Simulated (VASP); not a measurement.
## W: single point with LDA

Crystal: W.

```
W
1.0
     0.00000    2.00256    2.00256
     2.00256    0.00000    2.00256
     2.00256    2.00256    0.00000
W
1
Direct
  0.00000 0.00000 0.00000
```

| Item | Value |
| --- | --- |
| Program | VASP 6.6.1 |
| Task | single point |
| Functional | LDA |
| Potentials or basis | VASP PAW LDA potentials, release 64 (W_sv) |
| Cutoff | 520 eV |
| k mesh | 11 × 11 × 11 |
| Occupations | fermi-dirac, width 0.05 eV |
| Spin | no spin polarisation |

The pressure is -4.9 GPa. The band gap on the k mesh is zero (band 7 reaches 13.57 eV, above the bottom of band 8 at 10.04 eV).

Levels at points of the mesh, in eV from the Fermi level:
| k point | band 3 | band 4 | band 5 | band 6 | band 7 | band 8 | band 9 | band 10 | band 11 | band 12 |
| --- | --- | --- | --- | --- | --- | --- | --- | --- | --- | --- |
| (0.00, 0.00, 0.00) | -37.00 | -37.00 | -8.96 | -0.57 | -0.57 | -0.57 | 2.61 | 2.61 | 12.95 | 18.21 |

Wall time 4.8 s on 1 thread of AMD EPYC 9R45 (Zen 5), with other jobs on the host, peak memory 0.1 GiB.

Caveat: spin-orbit coupling is left out, which moves the levels of the heavy elements.
